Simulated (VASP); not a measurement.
A run of VASP 6.6.1 is set up as follows.

The input INCAR:

```
SYSTEM = GaP
ALGO = Normal ; EDIFF = 1E-7
ENCUT = 520 ; GGA = PE
ISIF = 2 ; ISMEAR = -1
LASPH = .True. ; LCHARG = .False.
LREAL = .False. ; LWAVE = .False.
NBANDS = 16 ; NELM = 100
PREC = Accurate ; SIGMA = 0.04
```

Contents of KPOINTS:

```
k-points
0
Gamma
  6 6 6
  0 0 0
```

POSCAR

```
GaP
1.0
    0.0000000000      2.7252500000      2.7252500000
    2.7252500000      0.0000000000      2.7252500000
    2.7252500000      2.7252500000      0.0000000000
Ga P
1 1
Direct
    0.0000000000      0.0000000000      0.0000000000
    0.7500000000      0.7500000000      0.7500000000
```

Potentials or basis: VASP PAW PBE potentials, release 64 (Ga_d, P).

Command:

```console
$ cat potpaw_PBE.64/Ga_d/POTCAR potpaw_PBE.64/P/POTCAR > POTCAR
$ mpirun -np 1 vasp_std > vasp.out
```

(1) Estimate the pressure.

(2) What does it give for the band gap on the k mesh?

Answers

(1) 2.5 GPa.

(2) 1.65 eV, indirect (least direct gap 1.82 eV).

**What was measured.**

“Stacking defects in GaP nanowires: Electronic structure and optical properties”, 2018, arxiv:1810.01194 quotes, for a bulk crystal of GaP at 10 K: band gap 2.34 eV (indirect).

A measured gap of GaP is 2.34 eV (indirect; 10 K; quoted in “Stacking defects in GaP nanowires: Electronic structure and optical properties”, 2018, arxiv:1810.01194); the calculated 1.65 eV misses it by -0.69 eV. Spin-orbit coupling on Ga is left out. The value is that of PBE on a finite k mesh, which can miss the band edges, without temperature or zero-point motion. Semilocal functionals fall short of measured gaps as a rule.
